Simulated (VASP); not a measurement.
Write the native input for VASP 6.6.1 that does the following.

```yaml
Task: single point
Functional: r2SCAN
Potentials_or_basis: VASP PAW PBE potentials, release 64 (Ti_sv, Al)
Cutoff: 520 eV
k_mesh: 10 × 6 × 6
Occupations: gaussian, width 0.1 eV
Spin: no spin polarisation
Dipole_correction: no
Further_INCAR_settings: ALGO = Normal; EDIFF = 1e-06; NBANDS = 18
```

The system is TiAl3.

```xyz
4
Lattice="2.8117 -0.0197 -0.0187 -0.0324 4.6422 -0.0101 -0.0322 -0.0106 4.9349" Properties=species:S:1:pos:R:3 pbc="T T T"
Ti   -0.0967    2.2666    0.8643
Al    1.3766    2.4141    3.3142
Al    1.3202    0.1818    1.5121
Al   -0.0136   -0.0233    4.1765
```

These files were run (other wordings do the same):

POSCAR

```
TiAl3
1.0
    2.8116683263     -0.0196588470     -0.0186566057
   -0.0324080002      4.6421640465     -0.0100864170
   -0.0321977504     -0.0105593121      4.9349421324
Ti Al
1 3
Direct
   -0.0267402667      0.4885473599      0.1760357973
    0.5033607929      0.5236931408      0.6745434641
    0.4735485346      0.0418715234      0.3082792194
    0.0048113747     -0.0030813399      0.8463180768
```

INCAR.step1

```
PREC = Accurate
ENCUT = 520
ISMEAR = 0
SIGMA = 0.1
LREAL = False
LASPH = True
NELM = 60
NBANDS = 18
GGA = PE
ALGO = Normal
EDIFF = 1E-4
LWAVE = True
LCHARG = False
```

INCAR.step2

```
PREC = Accurate
ENCUT = 520
EDIFF = 1E-6
ISMEAR = 0
SIGMA = 0.1
LREAL = False
LASPH = True
NELM = 60
ALGO = Normal
ISIF = 2
LWAVE = False
LCHARG = True
METAGGA = R2SCAN
LMIXTAU = True
LELF = True
LVHAR = True
NBANDS = 18
ISTART = 1
```

KPOINTS

```
Automatic mesh
0
Gamma
  10 6 6
```

Potentials or basis: VASP PAW PBE potentials, release 64 (Ti_sv, Al).

Command:

```console
$ cat potpaw_PBE.64/Ti_sv/POTCAR potpaw_PBE.64/Al/POTCAR > POTCAR
$ cp INCAR.step1 INCAR
$ mpirun -np 1 vasp_std > vasp.out
$ cp INCAR.step2 INCAR
$ mpirun -np 1 vasp_std > vasp.out
```

It gave:

```
Pressure               : 1.3 GPa
Largest force          : 2.132 eV/Å
Band gap on the k mesh : zero (an odd number of electrons rules out a gap without spin polarisation)
```

Caveat: the PAW data sets were made with another functional, which shifts forces and pressure a little.

Run time: 14 min on 1 thread of AMD EPYC 7R13 (shared host), peak memory 0.33 GiB.
